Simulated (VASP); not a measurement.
A run of VASP 6.6.1 is set up as follows.

Contents of POSCAR:

```
PtSe2
1.0
    3.7177695729      0.0000000000      0.0000000000
   -1.8588847864      3.2196828955      0.0000000000
    0.0000000000      0.0000000000      5.8156219095
Pt Se
1 2
Direct
    0.0000000000      0.0000000000      0.0000000000
    0.3333333333      0.6666666667      0.2254110361
    0.6666666667      0.3333333333      0.7745889639
```

File INCAR.step1:

```
SYSTEM = PtSe2
ALGO = Normal
EDIFF = 1E-4
ENCUT = 520
GGA = PE
ISMEAR = 0
LASPH = .TRUE.
LCHARG = .FALSE.
LREAL = .FALSE.
LWAVE = .TRUE.
NBANDS = 18
NELM = 80
PREC = Accurate
SIGMA = 0.02
```

Contents of INCAR.step2:

```
SYSTEM = PtSe2
ALGO = Normal
EDIFF = 1E-7
ENCUT = 520
ISIF = 2
ISMEAR = 0
ISTART = 1
LASPH = .TRUE.
LCHARG = .FALSE.
LMIXTAU = .TRUE.
LREAL = .FALSE.
LWAVE = .FALSE.
METAGGA = R2SCAN
NBANDS = 18
NELM = 80
PREC = Accurate
SIGMA = 0.02
```

KPOINTS

```
k-points
0
G
  12 12 6
  0 0 0
```

Potentials or basis: VASP PAW PBE potentials, release 64 (Pt, Se).

The run is started by

```console
$ cat potpaw_PBE.64/Pt/POTCAR potpaw_PBE.64/Se/POTCAR > POTCAR
$ cp INCAR.step1 INCAR
$ mpirun -np 1 vasp_std > vasp.out
$ cp INCAR.step2 INCAR
$ mpirun -np 1 vasp_std > vasp.out
```

(1) What does it give for the largest force?

(2) What does it give for the pressure?

(3) Predict the band gap on the k mesh.

Answers

(1) 0.010 eV/Å.

(2) 0.1 GPa.

(3) 0.57 eV (least direct gap 0.94 eV).

Caveat: the PAW data sets were made with another functional, which shifts forces and pressure a little; spin-orbit coupling is left out, which moves the levels of the heavy elements.
